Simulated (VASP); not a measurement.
Crystal: Sb2Se3.

```xyz
5
Lattice="2.0132 1.1623 9.6638 -2.0132 1.1623 9.6638 0.0000 -2.3246 9.6638" Properties=species:S:1:pos:R:3 pbc="T T T"
Sb    0.0000    0.0000   11.5390
Sb    0.0000    0.0000   17.4524
Se    0.0000    0.0000    6.2414
Se    0.0000    0.0000   22.7500
Se    0.0000    0.0000    0.0000
```

Base run:

* Program: VASP 6.6.1
* Functional: PBE
* Potentials or basis: VASP PAW PBE potentials, release 64 (Sb, Se)
* Cutoff: 520 eV
* k mesh: 8 × 8 × 8
* Occupations: fermi-dirac, width 0.02 eV
* Spin: no spin polarisation

Its results: band gap on the k mesh 0.01 eV, direct; pressure 2.1 GPa; largest force 0.182 eV/Å.

The run is repeated on the same cell with these changes: functional from PBE to r2SCAN; further incar settings from ALGO = Normal; EDIFF = 1e-06; NBANDS = 22 to ALGO = Normal; EDIFF = 1e-07; NBANDS = 22. What comes out?

Band gap on the k mesh 0.17 eV, direct; pressure 0.9 GPa; largest force 0.018 eV/Å.

Caveats: spin-orbit coupling is left out, which moves the levels of the heavy elements; the PAW data sets were made with another functional, which shifts forces and pressure a little (some runs).

A k mesh can miss the band edges.
